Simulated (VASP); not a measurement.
# SrO (Pm-3m) in VASP: further runs, part 2 of 2

VASP 6.6.1. The steps go on from the part before.

### 3 Single point, PBE

This run uses another cell than the first one, of 14.94 Å³/atom, 1.111 times its volume.

File INCAR:

```
  PREC = Accurate
  ENCUT = 520
  EDIFF = 1E-6
  ISMEAR = 0
  SIGMA = 0.01
  LREAL = False
  LASPH = True
  NELM = 100
  ALGO = Normal
  ISIF = 2
  LWAVE = False
  LCHARG = False
  GGA = PE
  NBANDS = 15
```

File KPOINTS:

```
Automatic mesh
0
Gamma
  6 6 6
```

File POSCAR:

```
SrO
1.0
    3.1028650693      0.0000000000      0.0000000000
    0.0000000000      3.1028650693      0.0000000000
    0.0000000000      0.0000000000      3.1028650693
Sr O
1 1
Direct
    0.0000000000      0.0000000000      0.0000000000
    0.5000000000      0.5000000000      0.5000000000
```

Potentials or basis: VASP PAW PBE potentials, release 64 (Sr_sv, O).

Started as:

```console
> cat potpaw_PBE.64/Sr_sv/POTCAR potpaw_PBE.64/O/POTCAR > POTCAR
> mpirun -np 1 vasp_std > vasp.out
```

OUTCAR:

```text
PREC = Accurate
   ENCUT = 520
   EDIFF = 1E-6
   ISMEAR = 0
   LREAL = False
   LASPH = True
   NELM = 100
   ISIF = 2
   GGA = PE

 ion  position               nearest neighbor table
   1  0.000  0.000  0.000-   2 2.69   2 2.69   2 2.69   2 2.69   2 2.69   2 2.69   2 2.69   2 2.69

   2  0.500  0.500  0.500-   1 2.69   1 2.69   1 2.69   1 2.69   1 2.69   1 2.69   1 2.69   1 2.69

  LATTYP: Found a simple cubic cell.
 ALAT       =     3.1028650693

  Lattice vectors:

 A1 = (   3.1028650693,   0.0000000000,   0.0000000000)
 A2 = (   0.0000000000,   3.1028650693,   0.0000000000)
 A3 = (   0.0000000000,   0.0000000000,   3.1028650693)

Analysis of symmetry for initial positions (statically):
=====================================================================
 Subroutine PRICEL returns:
 Original cell was already a primitive cell.

 Routine SETGRP: Setting up the symmetry group for a
 simple cubic supercell.

 Subroutine GETGRP returns: Found 48 space group operations
 (whereof 48 operations were pure point group operations)
 out of a pool of 48 trial point group operations.

The static configuration has the point symmetry O_h .

Analysis of symmetry for dynamics (positions and initial velocities):
=====================================================================
 Subroutine PRICEL returns:
 Original cell was already a primitive cell.

 Routine SETGRP: Setting up the symmetry group for a
 simple cubic supercell.

 Subroutine GETGRP returns: Found 48 space group operations
 (whereof 48 operations were pure point group operations)
 out of a pool of 48 trial point group operations.

The dynamic configuration has the point symmetry O_h .

 Subroutine INISYM returns: Found 48 space group operations
 (whereof 48 operations are pure point group operations),
 and found     1 'primitive' translations

----------------------------------------------------------------------------------------

                                     Primitive cell

  volume of cell :      29.8737

  direct lattice vectors                    reciprocal lattice vectors
     3.102865069  0.000000000  0.000000000     0.322282786  0.000000000  0.000000000
     0.000000000  3.102865069  0.000000000     0.000000000  0.322282786  0.000000000
     0.000000000  0.000000000  3.102865069     0.000000000  0.000000000  0.322282786

  length of vectors
     3.102865069  3.102865069  3.102865069     0.322282786  0.322282786  0.322282786

  position of ions in fractional coordinates (direct lattice)
     0.000000000  0.000000000  0.000000000
     0.500000000  0.500000000  0.500000000

  ion indices of the primitive-cell ions
   primitive index   ion index
                 1           1
                 2           2

----------------------------------------------------------------------------------------

 KPOINTS: Automatic mesh

Automatic generation of k-mesh.
 Grid dimensions read from file:
 generate k-points for:    6    6    6

 Generating k-lattice:

  Cartesian coordinates                     Fractional coordinates (reciprocal lattice)
     0.053713798  0.000000000  0.000000000     0.166666667  0.000000000  0.000000000
[... 37 lines left out ...]
   number of dos      NEDOS =    301   number of ions     NIONS =      2
   total plane-waves  NPLWV =  13824
   dimension x,y,z NGX =    24 NGY =   24 NGZ =   24
   dimension x,y,z NGXF=    48 NGYF=   48 NGZF=   48
   ions per type =               1   1
   NGX,Y,Z   is equivalent  to a cutoff of  12.86, 12.86, 12.86 a.u.
   NGXF,Y,Z  is equivalent  to a cutoff of  25.72, 25.72, 25.72 a.u.
 SYSTEM =  unknown system
   PREC   = accura    normal or accurate (medium, high low for compatibility)
   ISTART =      0    job   : 0-new  1-cont  2-samecut
   ICHARG =      2    charge: 1-file 2-atom 10-const
   ISPIN  =      1    spin polarized calculation?
   LNONCOLLINEAR =      F non collinear calculations
   LSORBIT =      F    spin-orbit coupling
   LASPH  =      T    aspherical Exc in radial PAW
   ENCUT  =  520.0 eV  38.22 Ry    6.18 a.u.   5.77  5.77  5.77*2*pi/ulx,y,z
   NELM   =    100;   NELMIN=  2; NELMDL= -5     # of ELM steps
   EDIFF  = 0.1E-05   stopping-criterion for ELM
   LREAL  =      F    real-space projection
   EDIFFG = 0.1E-04   stopping-criterion for IOM
   NSW    =      0    number of steps for IOM
   IBRION =     -1    ionic relax: 0-MD 1-quasi-New 2-CG
   NFREE  =      0    steps in history (QN), initial steepest desc. (CG)
   ISIF   =      2    stress and relaxation
   ISYM   =      2    0-nonsym 1-usesym 2-fastsym
   POTIM  = 0.5000    time-step for ionic-motion
   TEBEG  =    0.0;   TEEND  =   0.0 temperature during run
   PSTRESS=    0.0 pullay stress
   NELECT =      16.0000    total number of electrons
   NUPDOWN=      -1.0000    fix difference up-down
   EMIN   =  10.00;   EMAX   =-10.00  energy-range for DOS
   EFERMI =   0.00;   METHOD = LEGACY
   ISMEAR =     0;   SIGMA  =   0.01  broadening in eV -4-tet -1-fermi 0-gaus
   EFERMI_NEDOS =   21; number of points for ismear=-14 and -15
   IALGO  =     38    algorithm
   IMIX   =      4    mixing-type and parameters
     AMIX     =   0.40;   BMIX     =  1.00
     AMIX_MAG =   1.60;   BMIX_MAG =  1.00
  volume/ion in A,a.u.               =      14.94       100.80
  Fermi-wavevector in a.u.,A,eV,Ry     =   1.329491  2.512373 24.048913  1.767545
  Thomas-Fermi vector in A             =   2.458649
   LORBIT       =      0    0 simple, 1 ext, 2 COOP (PROOUT), +10 PAW based schemes
   GGA     = PE    functional components
   LHFCALC =     F    Hartree Fock is set to
   AEXX    =    0.0000 exact exchange contribution
   IVDW    =     0    specifies the selected vdW correction
   LEPSILON=     F    determine dielectric tensor
   LRPA    =     F    only Hartree local field effects (RPA)
 non-spin polarized calculation
 Gauss-broadening in eV      SIGMA  =   0.01
  energy-cutoff  :      520.00
  volume of cell :       29.87
 maximum number of plane-waves:       840
 NGX is ok and might be reduce to    24
   NGX = 11   NGY = 11   NGZ = 11

 number of electron      16.0000006 magnetization

 Free energy of the ion-electron system (eV)
  ---------------------------------------------------
  ext. energy  EPLUGINS =         0.00000000
  ---------------------------------------------------
  free energy    TOTEN  =       -11.21019082 eV

  energy without entropy =      -11.21019082  energy(sigma->0) =      -11.21019082

 E-fermi :   3.3058     XC(G=0): -10.8246

 val. band max:        3.1345493032   @ k =   0.5000   0.5000   0.0000
 cond. band min:       5.8816231280   @ k =   0.0000   0.0000   0.0000
 fundamental gap:      2.7470738248
 Fermi energy:         3.3058105130

 k-point     1 :       0.0000    0.0000    0.0000
  band No.  band energies     occupation
      1     -30.7396      2.00000
      2     -12.5626      2.00000
      3     -11.9250      2.00000
      4     -11.9250      2.00000
      5     -11.9250      2.00000
      6       3.0720      2.00000
      7       3.0720      2.00000
      8       3.0720      2.00000
      9       5.8816      0.00000
     10       5.8816      0.00000
     11       7.8488      0.00000
     12      13.6901      0.00000
     13      13.6901      0.00000
     14      13.6901      0.00000
[... 329 lines left out ...]
      2     -13.0261      2.00000
      3     -13.0261      2.00000
      4     -13.0261      2.00000
      5     -11.8493      2.00000
      6       0.1664      2.00000
      7       0.1664      2.00000
      8       0.1664      2.00000
      9      11.4589      0.00000
     10      11.4589      0.00000
     11      11.4589      0.00000
     12      16.4402      0.00000
     13      16.8989      0.00000
     14      16.8989      0.00000
     15      16.8989      0.00000

------------------------ aborting loop because EDIFF is reached ----------------------------------------

  FORCE on cell =-STRESS in cart. coord.  units (eV):
  Direction    XX          YY          ZZ          XY          YZ          ZX
  --------------------------------------------------------------------------------------
  -------------------------------------------------------------------------------------
  Total        0.6691888      0.6691888      0.6691888      0.0000000     -0.0000000      0.0000000
  in kB       35.8897632     35.8897632     35.8897632      0.0000000     -0.0000000      0.0000000
  external PRESSURE =      35.8897632 kB  Pullay stress =       0.0000000 kB

 VOLUME and BASIS-vectors are now :
 -----------------------------------------------------------------------------
  energy-cutoff  :      520.00
  volume of cell :       29.87
      direct lattice vectors                 reciprocal lattice vectors
     3.102865069  0.000000000  0.000000000     0.322282786  0.000000000  0.000000000
     0.000000000  3.102865069  0.000000000     0.000000000  0.322282786  0.000000000
     0.000000000  0.000000000  3.102865069     0.000000000  0.000000000  0.322282786

 POSITION                                       TOTAL-FORCE (eV/Angst)
 -----------------------------------------------------------------------------------
      0.00000      0.00000      0.00000         0.000000      0.000000      0.000000
      1.55143      1.55143      1.55143         0.000000      0.000000      0.000000
 -----------------------------------------------------------------------------------
    total drift:                                0.000000      0.000000     -0.000000

  FREE ENERGIE OF THE ION-ELECTRON SYSTEM (eV)
  ---------------------------------------------------
  free  energy   TOTEN  =       -11.2101908199 eV

  energy  without entropy=      -11.2101908199  energy(sigma->0) =      -11.21019082
```

OSZICAR:

```text
N       E                     dE             d eps       ncg     rms          rms(c)
DAV:   1     0.623375801941E+02    0.62338E+02   -0.86653E+03   608   0.106E+03
DAV:   2    -0.106751208629E+02   -0.73013E+02   -0.68000E+02   818   0.222E+02
DAV:   3    -0.131574579450E+02   -0.24823E+01   -0.24744E+01   698   0.367E+01
DAV:   4    -0.132110385077E+02   -0.53581E-01   -0.53568E-01   789   0.521E+00
DAV:   5    -0.132126867122E+02   -0.16482E-02   -0.16481E-02   756   0.743E-01    0.157E+01
DAV:   6    -0.113494479915E+02    0.18632E+01   -0.49127E+00   621   0.179E+01    0.180E+01
DAV:   7    -0.112439896287E+02    0.10546E+00   -0.26807E-01   673   0.405E+00    0.105E+01
DAV:   8    -0.112090701121E+02    0.34920E-01   -0.11956E-01   740   0.335E+00    0.841E-01
DAV:   9    -0.112102063312E+02   -0.11362E-02   -0.70611E-03   774   0.664E-01    0.234E-01
DAV:  10    -0.112101406366E+02    0.65695E-04   -0.64518E-04   670   0.278E-01    0.908E-02
DAV:  11    -0.112101900463E+02   -0.49410E-04   -0.84883E-05   665   0.869E-02    0.389E-02
DAV:  12    -0.112101914339E+02   -0.13876E-05   -0.97398E-06   846   0.330E-02    0.746E-03
DAV:  13    -0.112101908199E+02    0.61403E-06   -0.21777E-06   649   0.147E-02
   1 F= -.11210191E+02 E0= -.11210191E+02  d E =-.326419-131
```

stdout:

```text
POSCAR found type information on POSCAR SrO
 POSCAR found :  2 types and       2 ions
 scaLAPACK will be used
 LDA part: xc-table for (Slater+PW92), standard interpolation
 POSCAR, INCAR and KPOINTS ok, starting setup
 FFT: planning ... GRIDC
 FFT: planning ... GRID_SOFT
 FFT: planning ... GRID
 WAVECAR not read
 entering main loop
```

Wall time 15 s (1 thread of Intel Xeon 8259CL, shared host); peak memory 0.14 GiB.

Results:

| Property | Result |
| --- | --- |
| Free energy | -11.2102 eV |
| Pressure | 3.6 GPa |
| Band gap on the k mesh | 2.75 eV, indirect (least direct gap 2.81 eV) |

### 4 Single point, PBE (volume changed by -5%)

File INCAR:

```
ALGO     = Normal         # electronic algorithm
EDIFF    = 1E-6           # SCF threshold, eV
ENCUT    = 520            # plane-wave cutoff, eV
GGA      = PE             # functional
ISIF     = 2              # what is computed and relaxed
ISMEAR   = 0              # smearing method
LASPH    = True           # aspherical terms in the spheres
LCHARG   = False          # write CHGCAR
LREAL    = False          # projectors in reciprocal space
LWAVE    = False          # write WAVECAR
NBANDS   = 15             # bands
NELM     = 60             # most SCF steps
PREC     = Accurate       # precision mode
SIGMA    = 0.01           # smearing width, eV
```

File KPOINTS:

```
k-points
0
Gamma
  6 6 6
```

File POSCAR:

```
SrO
1.0
    3.0502639741      0.0000000000      0.0000000000
    0.0000000000      3.0502639741      0.0000000000
    0.0000000000      0.0000000000      3.0502639741
Sr O
1 1
Direct
    0.0000000000      0.0000000000      0.0000000000
    0.5000000000      0.5000000000      0.5000000000
```

Started as:

```console
> cat potpaw_PBE.64/Sr_sv/POTCAR potpaw_PBE.64/O/POTCAR > POTCAR
> mpirun -np 1 vasp_std > vasp.out
```

Run time: 14 s. Hardware: 1 thread of Intel Xeon 8259CL, shared host; peak memory 0.14 GiB.

The run converged. Its results:

```yaml
Free_energy: -11.1487 eV
Pressure: 9.6 GPa
Band_gap_on_the_k_mesh: 2.73 eV, indirect (least direct gap 2.76 eV)
```

Levels at points of the mesh, in eV from the valence-band top:
| k point | band 5 | band 6 | band 7 | band 8 | band 9 | band 10 | band 11 | band 12 |
| --- | --- | --- | --- | --- | --- | --- | --- | --- |
| (0.00, 0.00, 0.00) | -14.84 | -0.03 | -0.03 | -0.03 | 2.73 | 2.73 | 5.30 | 10.97 |
| (0.50, 0.00, 0.00) | -13.73 | -3.07 | -0.71 | -0.71 | 3.95 | 7.79 | 9.74 | 9.74 |
| (0.50, 0.50, 0.00) | -14.41 | -1.20 | -1.20 | 0.00 | 4.35 | 4.76 | 7.80 | 7.80 |
| (0.50, 0.50, 0.50) | -15.03 | -3.17 | -3.17 | -3.17 | 8.70 | 8.70 | 8.70 | 13.93 |

Caveat: the cell differs from its parent crystal (volume changed by -5%). A k mesh can miss the band edges.

### 5 Single point, PBE (volume changed by +5%)

File INCAR:

```
SYSTEM = SrO
  PREC = Accurate
  ENCUT = 520
  EDIFF = 1E-6
  ISMEAR = 0
  SIGMA = 0.01
  LREAL = .False.
  LASPH = .True.
  NELM = 100
  ALGO = Normal
  ISIF = 2
  LWAVE = .False.
  LCHARG = .False.
  GGA = PE
  NBANDS = 15
```

File KPOINTS:

```
regular mesh
0
Gamma
  6 6 6
  0 0 0
```

File POSCAR:

```
SrO
1.0
    3.1537407521      0.0000000000      0.0000000000
    0.0000000000      3.1537407521      0.0000000000
    0.0000000000      0.0000000000      3.1537407521
Sr O
1 1
Direct
    0.0000000000      0.0000000000      0.0000000000
    0.5000000000      0.5000000000      0.5000000000
```

Started as:

```console
> cat potpaw_PBE.64/Sr_sv/POTCAR potpaw_PBE.64/O/POTCAR > POTCAR
> mpirun -np 1 vasp_std > vasp.out
```

Run time: 15 s. Hardware: 1 thread of Intel Xeon 8259CL, shared host; peak memory 0.14 GiB.

The run converged. Its results:

```
Free energy            : -11.2225 eV
Pressure               : -1.0 GPa
Band gap on the k mesh : 2.75 eV, indirect (least direct gap 2.84 eV)
```

Levels at points of the mesh, in eV from the valence-band top:
| k point | band 5 | band 6 | band 7 | band 8 | band 9 | band 10 | band 11 | band 12 |
| --- | --- | --- | --- | --- | --- | --- | --- | --- |
| (0.00, 0.00, 0.00) | -15.27 | -0.09 | -0.09 | -0.09 | 2.75 | 2.75 | 4.20 | 10.17 |
| (0.50, 0.00, 0.00) | -14.06 | -2.88 | -0.62 | -0.62 | 3.84 | 7.04 | 9.00 | 9.00 |
| (0.50, 0.50, 0.00) | -14.95 | -1.23 | -1.23 | 0.00 | 4.03 | 4.41 | 7.37 | 7.37 |
| (0.50, 0.50, 0.50) | -14.94 | -2.79 | -2.79 | -2.79 | 7.98 | 7.98 | 7.98 | 12.74 |

Caveat: the cell differs from its parent crystal (volume changed by +5%). A k mesh can miss the band edges.

### 6 Single point, PBE (volume changed by +10%)

File INCAR:

```
ALGO = Normal
EDIFF = 1E-7
ENCUT = 520
GGA = PE
ISIF = 2
ISMEAR = 0
LASPH = True
LCHARG = True
LELF = True
LREAL = False
LVHAR = True
LWAVE = False
NBANDS = 15
NELM = 100
PREC = Accurate
SIGMA = 0.01
```

File KPOINTS:

```
k-points
0
Gamma
  6 6 6
```

File POSCAR:

```
SrO
1.0
    3.2030259119      0.0000000000      0.0000000000
    0.0000000000      3.2030259119      0.0000000000
    0.0000000000      0.0000000000      3.2030259119
Sr O
1 1
Direct
    0.0000000000      0.0000000000      0.0000000000
    0.5000000000      0.5000000000      0.5000000000
```

Potentials or basis: VASP PAW PBE potentials, release 64 (Sr_sv, O).

Started as:

```console
> cat potpaw_PBE.64/Sr_sv/POTCAR potpaw_PBE.64/O/POTCAR > POTCAR
> mpirun -np 1 vasp_std > vasp.out
```

Run time: 17 s. Hardware: 1 thread of Intel Xeon 8259CL, shared host; peak memory 0.14 GiB.

Results (log left out):

```yaml
Free_energy: -11.1973 eV
Pressure: -4.5 GPa
Band_gap_on_the_k_mesh: 2.75 eV, indirect (least direct gap 2.86 eV)
```

Levels at points of the mesh, in eV from the valence-band top:
| k point | band 4 | band 5 | band 6 | band 7 | band 8 | band 9 | band 10 | band 11 | band 12 | band 13 |
| --- | --- | --- | --- | --- | --- | --- | --- | --- | --- | --- |
| (0.00, 0.00, 0.00) | -15.46 | -15.46 | -0.11 | -0.11 | -0.11 | 2.75 | 2.75 | 3.74 | 9.81 | 9.81 |
| (0.50, 0.00, 0.00) | -15.31 | -14.19 | -2.79 | -0.58 | -0.58 | 3.78 | 6.71 | 8.67 | 8.67 | 9.21 |
| (0.50, 0.50, 0.00) | -15.20 | -15.19 | -1.23 | -1.23 | 0.00 | 3.89 | 4.27 | 7.17 | 7.17 | 11.97 |
| (0.50, 0.50, 0.50) | -16.34 | -14.91 | -2.62 | -2.62 | -2.62 | 7.66 | 7.66 | 7.66 | 12.22 | 12.22 |

Caveat: the cell differs from its parent crystal (volume changed by +10%).

### 7 Overview

```tsv
cell	gap on the mesh (eV)	pressure (GPa)
a = 2.996 Å, 2 atoms	2.70	17.5
a = 3.103 Å, 2 atoms	2.75	3.6
a = 3.050 Å, 2 atoms	2.73	9.6
a = 3.154 Å, 2 atoms	2.75	-1.0
a = 3.203 Å, 2 atoms	2.75	-4.5
```

Alike in all rows: task single point; level PBE; potentials or basis VASP PAW PBE potentials, release 64 (Sr_sv, O); no spin polarisation; k mesh 6 × 6 × 6; cutoff (eV) 520; smearing gaussian 0.01 eV.

Absolute energies hang on the potentials; compare differences alone.
